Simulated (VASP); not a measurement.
CsSnI3:

```
Cs Sn I
1.0
     6.24149    0.00000    0.00000
     0.00000    6.24149    0.00000
     0.00000    0.00000    6.24149
Cs Sn I
1 1 3
Cartesian
  0.0000 0.0000 0.0000
  3.1207 3.1207 3.1207
  3.1207 3.1207 0.0000
  3.1207 0.0000 3.1207
  0.0000 3.1207 3.1207
```

Base run:

- Program: VASP 6.6.1
- Functional: PBE
- Potentials or basis: VASP PAW PBE potentials, release 64 (Cs_sv, Sn_d, I)
- Cutoff: 520 eV
- k mesh: 4 × 4 × 4
- Occupations: gaussian, width 0.01 eV
- Spin: no spin polarisation

Its results: band gap on the k mesh 0.38 eV; pressure 0.5 GPa.

Question: The run is repeated on the same cell with these changes: functional from PBE to r2SCAN; further incar settings from ALGO = Normal; EDIFF = 1e-07; NBANDS = 30 to ALGO = Normal; EDIFF = 1e-06; NBANDS = 30. What comes out?

Answer: Band gap on the k mesh 0.50 eV; pressure 0.0 GPa.

Caveats: semilocal functionals underestimate gaps, and a narrow one can read as zero; spin-orbit coupling is left out, which moves the levels of the heavy elements; the PAW data sets were made with another functional, which shifts forces and pressure a little (at least some runs).

A k mesh can miss the band edges.
